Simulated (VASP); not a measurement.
# HPt6 in VASP: notebook, part 2 of 3

VASP 6.6.1.

## 4. Single point, PBE

INCAR reads:

```
SYSTEM = HPt6
ALGO = Normal
DIPOL = 0.5 0.5 0.304
EDIFF = 1E-7
ENCUT = 520
GGA = PE
IDIPOL = 3
ISIF = 2
ISMEAR = 0
LASPH = .TRUE.
LCHARG = .FALSE.
LDIPOL = .TRUE.
LREAL = .FALSE.
LWAVE = .FALSE.
NBANDS = 74
NELM = 60
PREC = Accurate
SIGMA = 0.1
```

KPOINTS reads:

```
k-points
0
G
  6 6 1
  0 0 0
```

POSCAR reads:

```
HPt6
1.0
    5.6143281343      0.0000000000      0.0000000000
   -2.8071640672      4.8621507895      0.0000000000
    0.0000000000      0.0000000000     22.6192653717
Pt H
12 2
Direct
    0.3333333333      0.1666666667      0.1768404028
    0.3333333333      0.6666666667      0.1768404028
    0.8333333333      0.1666666667      0.1768404028
    0.8333333333      0.6666666667      0.1768404028
    0.1666666667      0.3333333333      0.2789526245
    0.1666666667      0.8333333333      0.2789526245
    0.6666666667      0.3333333333      0.2789526245
    0.6666666667      0.8333333333      0.2789526245
    0.0000000000      0.0000000000      0.3810585901
    0.0000000000      0.5000000000      0.3810585901
    0.5000000000      0.0000000000      0.3810585901
    0.5000000000      0.5000000000      0.3810585901
    0.1350817212      0.2701634424      0.4575420643
    0.3649182788      0.7298365576      0.4575420643
```

Potentials or basis: VASP PAW PBE potentials, release 64 (Pt, H).

Launch:

```bash
$ cat potpaw_PBE.64/Pt/POTCAR potpaw_PBE.64/H/POTCAR > POTCAR
$ mpirun -np 1 vasp_std > vasp.out
```

OUTCAR:

```text
SYSTEM = HPt6
   EDIFF = 1E-7
   ENCUT = 520
   GGA = PE
   ISIF = 2
   ISMEAR = 0
   LASPH = .TRUE.
   LREAL = .FALSE.
   NELM = 60
   PREC = Accurate

 ion  position               nearest neighbor table
   1  0.333  0.167  0.177-   4 2.81   4 2.81   3 2.81   3 2.81   2 2.81   2 2.81   5 2.82   7 2.82
                             6 2.82
   2  0.333  0.667  0.177-   3 2.81   3 2.81   4 2.81   4 2.81   1 2.81   1 2.81   6 2.82   8 2.82
                             5 2.82
   3  0.833  0.167  0.177-   2 2.81   2 2.81   1 2.81   1 2.81   4 2.81   4 2.81   7 2.82   5 2.82
                             8 2.82
   4  0.833  0.667  0.177-   1 2.81   1 2.81   2 2.81   2 2.81   3 2.81   3 2.81   8 2.82   6 2.82
                             7 2.82
   5  0.167  0.333  0.279-   8 2.81   8 2.81   7 2.81   7 2.81   6 2.81   6 2.81  12 2.82   9 2.82
                            10 2.82   1 2.82   3 2.82   2 2.82
   6  0.167  0.833  0.279-   7 2.81   7 2.81   8 2.81   8 2.81   5 2.81   5 2.81  11 2.82  10 2.82
                             9 2.82   2 2.82   4 2.82   1 2.82
   7  0.667  0.333  0.279-   6 2.81   6 2.81   5 2.81   5 2.81   8 2.81   8 2.81  10 2.82  11 2.82
                            12 2.82   3 2.82   1 2.82   4 2.82
   8  0.667  0.833  0.279-   5 2.81   5 2.81   6 2.81   6 2.81   7 2.81   7 2.81   9 2.82  12 2.82
                            11 2.82   4 2.82   2 2.82   3 2.82
   9  0.000  0.000  0.381-  13 2.17  12 2.81  12 2.81  11 2.81  11 2.81  10 2.81  10 2.81   8 2.82
                             5 2.82   6 2.82
  10  0.000  0.500  0.381-  11 2.81  11 2.81  12 2.81  12 2.81   9 2.81   9 2.81   7 2.82   6 2.82
                             5 2.82
  11  0.500  0.000  0.381-  14 2.17  10 2.81  10 2.81   9 2.81   9 2.81  12 2.81  12 2.81   6 2.82
                             7 2.82   8 2.82
  12  0.500  0.500  0.381-   9 2.81   9 2.81  10 2.81  10 2.81  11 2.81  11 2.81   5 2.82   8 2.82
                             7 2.82
  13  0.135  0.270  0.458-   9 2.17
  14  0.365  0.730  0.458-  11 2.17

  LATTYP: Found a hexagonal cell.
 ALAT       =     5.6143281343
 C/A-ratio  =     4.0288463429

  Lattice vectors:

 A1 = (   5.6143281343,   0.0000000000,   0.0000000000)
 A2 = (  -2.8071640672,   4.8621507895,   0.0000000000)
 A3 = (   0.0000000000,   0.0000000000,  22.6192653717)

Analysis of symmetry for initial positions (statically):
=====================================================================
 Subroutine PRICEL returns:
 Original cell was already a primitive cell.

 Routine SETGRP: Setting up the symmetry group for a
 hexagonal supercell.

 Subroutine GETGRP returns: Found  2 space group operations
 (whereof  2 operations were pure point group operations)
 out of a pool of 24 trial point group operations.

The static configuration has the point symmetry C_1h.

Analysis of symmetry for dynamics (positions and initial velocities):
=====================================================================
 Subroutine PRICEL returns:
 Original cell was already a primitive cell.

 Routine SETGRP: Setting up the symmetry group for a
 hexagonal supercell.

 Subroutine GETGRP returns: Found  2 space group operations
 (whereof  2 operations were pure point group operations)
 out of a pool of 24 trial point group operations.

The dynamic configuration has the point symmetry C_1h.

 Subroutine INISYM returns: Found  2 space group operations
 (whereof  2 operations are pure point group operations),
 and found     1 'primitive' translations

[... 105 lines left out ...]
   NELM   =     60;   NELMIN=  2; NELMDL= -5     # of ELM steps
   EDIFF  = 0.1E-06   stopping-criterion for ELM
   LREAL  =      F    real-space projection
   EDIFFG = 0.1E-05   stopping-criterion for IOM
   NSW    =      0    number of steps for IOM
   IBRION =     -1    ionic relax: 0-MD 1-quasi-New 2-CG
   NFREE  =      0    steps in history (QN), initial steepest desc. (CG)
   ISIF   =      2    stress and relaxation
   ISYM   =      2    0-nonsym 1-usesym 2-fastsym
   POTIM  = 0.5000    time-step for ionic-motion
   TEBEG  =    0.0;   TEEND  =   0.0 temperature during run
   PSTRESS=    0.0 pullay stress
   NELECT =     122.0000    total number of electrons
   NUPDOWN=      -1.0000    fix difference up-down
   EMIN   =  10.00;   EMAX   =-10.00  energy-range for DOS
   EFERMI =   0.00;   METHOD = LEGACY
   ISMEAR =     0;   SIGMA  =   0.10  broadening in eV -4-tet -1-fermi 0-gaus
   EFERMI_NEDOS =   21; number of points for ismear=-14 and -15
   IALGO  =     38    algorithm
   IMIX   =      4    mixing-type and parameters
     AMIX     =   0.40;   BMIX     =  1.00
     AMIX_MAG =   1.60;   BMIX_MAG =  1.00
  volume/ion in A,a.u.               =      44.10       297.63
  Fermi-wavevector in a.u.,A,eV,Ry     =   0.953513  1.801878 12.370236  0.909187
  Thomas-Fermi vector in A             =   2.082175
   LORBIT       =      0    0 simple, 1 ext, 2 COOP (PROOUT), +10 PAW based schemes
   GGA     = PE    functional components
   LHFCALC =     F    Hartree Fock is set to
   AEXX    =    0.0000 exact exchange contribution
   IVDW    =     0    specifies the selected vdW correction
   LEPSILON=     F    determine dielectric tensor
   LRPA    =     F    only Hartree local field effects (RPA)
 non-spin polarized calculation
 Gauss-broadening in eV      SIGMA  =   0.10
  energy-cutoff  :      520.00
  volume of cell :      617.45
 maximum number of plane-waves:     16729
 NGX is ok and might be reduce to    42
   NGX = 21   NGY = 21   NGZ = 85

 dipolmoment           0.000000      0.000000      0.023658 electrons x Angstroem

 number of electron     121.9999984 magnetization

 dipolmoment           0.000000      0.000000     -0.038265 electrons x Angstroem

 Free energy of the ion-electron system (eV)
  ---------------------------------------------------
  ext. energy  EPLUGINS =         0.00000000
  ---------------------------------------------------
  free energy    TOTEN  =       -73.58000383 eV

  energy without entropy =      -73.44334262  energy(sigma->0) =      -73.51167323

 E-fermi :  -0.6851     XC(G=0):  -4.9857

 val. band max:       -0.6933675605   @ k =   0.0000   0.5000   0.0000
 cond. band min:      -0.6837363107   @ k =   0.0000   0.5000   0.0000
 fundamental gap:      0.0096312498
 Fermi energy:        -0.6851033093

 k-point     1 :       0.0000    0.0000    0.0000
  band No.  band energies     occupation
      1      -9.5467      2.00000
      2      -7.9760      2.00000
      3      -7.3335      2.00000
      4      -6.9146      2.00000
      5      -6.8774      2.00000
      6      -6.8717      2.00000
[... 977 lines left out ...]
     72       4.2323      0.00000
     73       4.2423      0.00000
 [bands above 73 left out]

------------------------ aborting loop because EDIFF is reached ----------------------------------------

 vacuum level on the upper side and lower side of the slab       (xc-potential included)        -0.172         0.066

  FORCE on cell =-STRESS in cart. coord.  units (eV):
  Direction    XX          YY          ZZ          XY          YZ          ZX
  --------------------------------------------------------------------------------------
  -------------------------------------------------------------------------------------
  Total      -17.7906690    -19.8932164     -7.9789643      0.0000000      0.1137996     -0.0000000
  in kB      -46.1634387    -51.6191535    -20.7039111      0.0000000      0.2952886     -0.0000000
  external PRESSURE =     -39.4955011 kB  Pullay stress =       0.0000000 kB

 VOLUME and BASIS-vectors are now :
 -----------------------------------------------------------------------------
  energy-cutoff  :      520.00
  volume of cell :      617.45
      direct lattice vectors                 reciprocal lattice vectors
     5.614328134  0.000000000  0.000000000     0.178115703  0.102835149  0.000000000
    -2.807164067  4.862150790  0.000000000     0.000000000  0.205670298  0.000000000
     0.000000000  0.000000000 22.619265372     0.000000000  0.000000000  0.044210101

 POSITION                                       TOTAL-FORCE (eV/Angst)
 -----------------------------------------------------------------------------------
      1.40358      0.81036      4.00000         0.053543      0.008487      0.017793
     -0.00000      3.24143      4.00000        -0.000000      0.052058     -0.068724
      4.21075      0.81036      4.00000        -0.053543      0.008487      0.017793
      2.80716      3.24143      4.00000         0.000000     -0.039265      0.012363
      0.00000      1.62072      6.30970         0.000000     -0.021402     -0.248124
     -1.40358      4.05179      6.30970        -0.076619     -0.056594      0.008703
      2.80716      1.62072      6.30970        -0.000000      0.025675      0.440887
      1.40358      4.05179      6.30970         0.076619     -0.056594      0.008703
      0.00000      0.00000      8.61927        -0.000000      0.839361      1.366856
     -1.40358      2.43108      8.61927         0.109329     -0.017242      0.730517
      2.80716      0.00000      8.61927         0.000000     -0.725511      1.266709
      1.40358      2.43108      8.61927        -0.109329     -0.017242      0.730517
     -0.00000      1.31358     10.34927         0.000000     -0.662427     -2.126217
     -0.00000      3.54858     10.34927        -0.000000      0.662210     -2.157775
 -----------------------------------------------------------------------------------
    total drift:                               -0.000000     -0.000041     -0.000070

  FREE ENERGIE OF THE ION-ELECTRON SYSTEM (eV)
  ---------------------------------------------------
  free  energy   TOTEN  =       -73.5800038337 eV

  energy  without entropy=      -73.4433426171  energy(sigma->0) =      -73.51167323

 vacuum level on the upper side and lower side of the slab         4.782         5.027
```

Wall time 22 min (1 thread of Intel Xeon 6975P-C (Granite Rapids), shared host); peak memory 0.86 GiB.

What came out:

```
Free energy            : -73.5800 eV
Largest force          : 2.257 eV/Å
Band gap on the k mesh : zero (bands 61 and 62 overlap by 0.71 eV)
```

Forces on the atoms (eV/Å):
```
Pt   0.054  0.008  0.018
Pt   0.000  0.052 -0.069
Pt  -0.054  0.008  0.018
Pt   0.000 -0.039  0.012
Pt   0.000 -0.021 -0.248
Pt  -0.077 -0.057  0.009
Pt   0.000  0.026  0.441
Pt   0.077 -0.057  0.009
Pt   0.000  0.839  1.367
Pt   0.109 -0.017  0.731
Pt   0.000 -0.726  1.267
Pt  -0.109 -0.017  0.731
H    0.000 -0.662 -2.126
H    0.000  0.662 -2.158
```

Levels at points of the mesh, in eV from the Fermi level:
```csv
k point,band 58,band 59,band 60,band 61,band 62,band 63,band 64,band 65
"(0.00, 0.00, 0.00)",0.21,0.41,0.44,0.45,0.45,0.57,0.58,0.58
"(0.50, 0.00, 0.00)",-0.68,-0.26,-0.18,-0.02,0.00,0.22,0.26,0.60
"(0.00, 0.50, 0.00)",-0.72,-0.27,-0.18,-0.01,0.00,0.22,0.25,0.68
```

Caveat: spin-orbit coupling is left out, which moves the levels of the heavy elements.

[end of part 2 of 3]
